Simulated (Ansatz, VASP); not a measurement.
# Two plane-wave programs on SnO2

```
CELL_PARAMETERS angstrom
4.78800 0.00000 0.00000
0.00000 4.86658 0.00000
0.00000 0.00000 3.24090
ATOMIC_POSITIONS crystal
Sn 0.00000 0.00000 0.00000
Sn 0.50000 0.50000 0.50000
O 0.70815 0.67896 0.00000
O 0.20814 0.82104 0.50000
O 0.79185 0.17896 0.50000
O 0.29185 0.32104 0.00000
```

Alike in both runs: functional r2SCAN; k mesh 5 × 5 × 6; occupations fermi-dirac, width 0.05 eV; no spin polarisation.

|  | VASP | Ansatz |
| --- | --- | --- |
| version | VASP 6.6.1 | Ansatz 0.2.0 |
| potentials or method | VASP PAW PBE potentials, release 64 (Sn_d, O) | Ansatz PAW |
| plane-wave cutoff (eV) | 520 | 500 |
| valence electrons in the cell | 52 | 52 |
| task | single point | band structure |

VASP gave:

* gap on the k mesh at the Fermi level (eV): 1.42
* least direct gap on the mesh (eV): 1.42
* pressure (GPa): -7.3
* traceless stress, the component that is largest in VASP (GPa): -0.96
* rms of the force components (eV/Å): 0.055

**Question.** What did Ansatz give for the same quantities?

**Answer.** gap on the k mesh at the Fermi level (eV): 1.40; least direct gap on the mesh (eV): 1.40; pressure (GPa): -8.2; traceless stress, the component that is largest in VASP (GPa): -1.28; rms of the force components (eV/Å): 0.063.

VASP's potentials were made for PBE, not for r2SCAN. Atom by atom the forces differ by 0.014 eV/Å (rms over components). With one functional, cell and mesh, what is left measures potentials, basis and numerics.
